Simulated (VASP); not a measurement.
A run of VASP 6.6.1 is set up as follows.

Contents of POSCAR:

```
LaAgS2
1.0
    4.2853105041      0.0000000000      0.0000000000
    0.0000000000      4.2853105041      0.0000000000
    0.0000000000      0.0000000000      5.8156425031
Ag S La
1 2 1
Direct
    0.0000000000      0.0000000000      0.0000000000
    0.0000000000      0.0000000000      0.5000000000
    0.5000000000      0.5000000000      0.0000000000
    0.5000000000      0.5000000000      0.5000000000
```

Contents of INCAR.step1:

```
SYSTEM = LaAgS2
ALGO = Normal ; EDIFF = 1E-5
ENCUT = 400 ; GGA = PE
GGA_COMPAT = .FALSE. ; ISIF = 2
ISMEAR = -1 ; LASPH = .TRUE.
LCHARG = .FALSE. ; LMAXMIX = 6
LREAL = .FALSE. ; LWAVE = .TRUE.
NBANDS = 25 ; NELM = 200
PREC = Accurate ; SIGMA = 0.02
```

Contents of INCAR.step2:

```
SYSTEM = LaAgS2
ALGO = Normal ; EDIFF = 1E-6
ENCUT = 400 ; GGA = PE
GGA_COMPAT = .FALSE. ; HFSCREEN = 0.2079
ISIF = 2 ; ISMEAR = -1
ISTART = 1 ; LASPH = .TRUE.
LCHARG = .FALSE. ; LHFCALC = .TRUE.
LMAXMIX = 6 ; LREAL = .FALSE.
LWAVE = .FALSE. ; NBANDS = 25
NELM = 200 ; PREC = Accurate
PRECFOCK = Normal ; SIGMA = 0.02
```

Contents of KPOINTS:

```
k-points
0
G
  4 4 4
  0 0 0
```

Potentials or basis: VASP PAW PBE potentials, release 64 (Ag, S, La).

Launch:

```sh
$ cat potpaw_PBE.64/Ag/POTCAR potpaw_PBE.64/S/POTCAR potpaw_PBE.64/La/POTCAR > POTCAR
$ cp INCAR.step1 INCAR
$ mpirun -np 1 vasp_std > vasp.out
$ cp INCAR.step2 INCAR
$ mpirun -np 1 vasp_std > vasp.out
```

(1) Estimate the pressure.

(2) Estimate the band gap on the k mesh.

Results:

(1) -6.2 GPa.

(2) 0.69 eV (least direct gap 1.89 eV).

Caveat: the cell differs from its parent crystal (strain +3.8%); the cell stands under tension; the PAW data sets were made with another functional, which shifts forces and pressure a little; spin-orbit coupling is left out, which moves the levels of the heavy elements.
